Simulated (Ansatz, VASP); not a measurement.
**One calculation of InPd, two programs**

The input INCAR:

```
SYSTEM = InPd
PREC     = Accurate       ! precision mode
ENCUT    = 600            ! plane-wave cutoff, eV
EDIFF    = 1E-6           ! SCF threshold, eV
ISMEAR   = -1             ! smearing method
SIGMA    = 0.05           ! smearing width, eV
LREAL    = .FALSE.        ! projectors in reciprocal space
LASPH    = .TRUE.         ! aspherical terms in the spheres
NELM     = 60             ! most SCF steps
ALGO     = Normal         ! electronic algorithm
ISIF     = 3              ! what is computed and relaxed
LWAVE    = .FALSE.        ! write WAVECAR
LCHARG   = .FALSE.        ! write CHGCAR
GGA      = RE             ! functional
IBRION   = 2              ! ionic algorithm
NSW      = 60             ! ionic steps
EDIFFG   = -0.01          ! ionic threshold
```

KPOINTS

```
Automatic mesh
0
G
  8 8 8
  0 0 0
```

File POSCAR:

```
InPd
1.0
    3.2718847800      0.0000000000      0.0000000000
    0.0000000000      3.2718847800      0.0000000000
    0.0000000000      0.0000000000      3.2718847800
In Pd
1 1
Direct
    0.0000000000      0.0000000000      0.0000000000
    0.5000000000      0.5000000000      0.5000000000
```

The input input.yaml:

```yaml
crystal:
  lattice:
    - [3.27188478, 0.0, 0.0]
    - [0.0, 3.27188478, 0.0]
    - [0.0, 0.0, 3.27188478]
  atoms:
    - { symbol: In, position: [0.0, 0.0, 0.0] }
    - { symbol: Pd, position: [0.5, 0.5, 0.5] }
hamiltonian:
  xc: revpbe
  pseudopotentials: { kind: paw }
kpoints:
  mp_grid: { grid: [8, 8, 8] }
scf:
  occupations: { method: fermi_dirac, width: 0.05 }
output:
  forces: true
  stress: true
  eigenvalues: true
relax:
  f_tol: 0.01
  max_steps: 40
  cell: { stress_tol: 0.05 }
```

Alike in both runs: task relaxation of cell and atoms; functional revPBE; k mesh 8 × 8 × 8; occupations fermi-dirac, width 0.05 eV; no spin polarisation.

|  | VASP | Ansatz |
| --- | --- | --- |
| version | VASP 6.6.1 | Ansatz 0.2.0 |
| potentials or method | VASP PAW PBE potentials, release 64 (In_d, Pd) | Ansatz PAW |
| plane-wave cutoff (eV) | 600 | 420 |
| valence electrons in the cell | 23 | 31 |

```csv
,VASP,Ansatz,Ansatz less VASP
"gap on the k mesh at the Fermi level, each at its own relaxed structure (eV)",none,none,-
relaxed volume (Å³/atom),18.43,18.43,-0.004
relaxed cell length with the largest relative difference (Å),3.328,3.328,-0.0002
```

VASP's potentials were made for PBE, not for revPBE. A gap of «none» marks a metal or a gap that the smearing closes. VASP's potentials hold 23 valence electrons a cell and Ansatz's 31, so a difference there can come from the potentials and not from the codes.

Noted on Ansatz's run: the plane-wave basis is chosen anew once the cell has moved, so the energies of steps on either side of that aren't comparable.
